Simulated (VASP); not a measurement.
Write the native input for VASP 6.6.1 that does the following.

* Task: single point
* Functional: PBE-based screened hybrid with 20 % exact exchange
* Potentials or basis: VASP PAW PBE potentials, release 64 (O, Ca_sv, Se)
* Cutoff: 520 eV
* k mesh: 4 × 4 × 2
* Occupations: gaussian, width 0.01 eV
* Spin: no spin polarisation
* Dipole correction: no
* Grid for exact exchange (PRECFOCK): Normal
* Share of exact exchange: 0.2
* Further INCAR settings: ALGO = Normal; EDIFF = 1e-06; NBANDS = 24
* Screening parameter: 0.1 1/Å

Ca2SeO:

```
O Ca Se
1.0
     3.88286    0.00000    0.00000
     0.00000    3.88286    0.00000
     0.00000    0.00000    5.49445
O Ca Se
1 2 1
Direct
  0.00000 0.00000 0.00000
  0.00000 0.00000 0.50000
  0.50000 0.50000 0.00000
  0.50000 0.50000 0.50000
```

These files were run (other wordings do the same):

POSCAR

```
Ca2SeO
1.0
    3.8828618447      0.0000000000      0.0000000000
    0.0000000000      3.8828618447      0.0000000000
    0.0000000000      0.0000000000      5.4944501843
O Ca Se
1 2 1
Direct
    0.0000000000      0.0000000000      0.0000000000
    0.0000000000      0.0000000000      0.5000000000
    0.5000000000      0.5000000000      0.0000000000
    0.5000000000      0.5000000000      0.5000000000
```

INCAR.step1

```
SYSTEM = Ca2SeO
  ALGO = Normal
  EDIFF = 1E-5
  ENCUT = 520
  GGA = PE
  ISIF = 2
  ISMEAR = 0
  LASPH = .True.
  LREAL = .False.
  LWAVE = .True.
  NBANDS = 24
  NELM = 60
  PREC = Accurate
  SIGMA = 0.01
```

INCAR.step2

```
SYSTEM = Ca2SeO
  AEXX = 0.2
  ALGO = Normal
  EDIFF = 1E-6
  ENCUT = 520
  GGA = PE
  HFSCREEN = 0.1
  ISIF = 2
  ISMEAR = 0
  ISTART = 1
  LASPH = .True.
  LCHARG = .True.
  LELF = .True.
  LHFCALC = .True.
  LREAL = .False.
  LVHAR = .True.
  LWAVE = .False.
  NBANDS = 24
  NELM = 60
  PREC = Accurate
  PRECFOCK = Normal
  SIGMA = 0.01
```

KPOINTS

```
k-points
0
Gamma
  4 4 2
  0 0 0
```

Potentials or basis: VASP PAW PBE potentials, release 64 (O, Ca_sv, Se).

Run with:

```sh
$ cat potpaw_PBE.64/O/POTCAR potpaw_PBE.64/Ca_sv/POTCAR potpaw_PBE.64/Se/POTCAR > POTCAR
$ cp INCAR.step1 INCAR
$ mpirun -np 1 vasp_std > vasp.out
$ cp INCAR.step2 INCAR
$ mpirun -np 1 vasp_std > vasp.out
```

It gave:

* Pressure: 0.7 GPa
* Band gap on the k mesh: 3.26 eV

Caveat: the k points lie up to 0.57 Å⁻¹ apart; the PAW data sets were made with another functional, which shifts forces and pressure a little.

Wall time 19 min on 1 thread of Intel(R) Xeon(R) Platinum 8259CL CPU @ 2.50GHz (Skylake/Cascade Lake), on a shared host, peak memory 0.33 GiB.
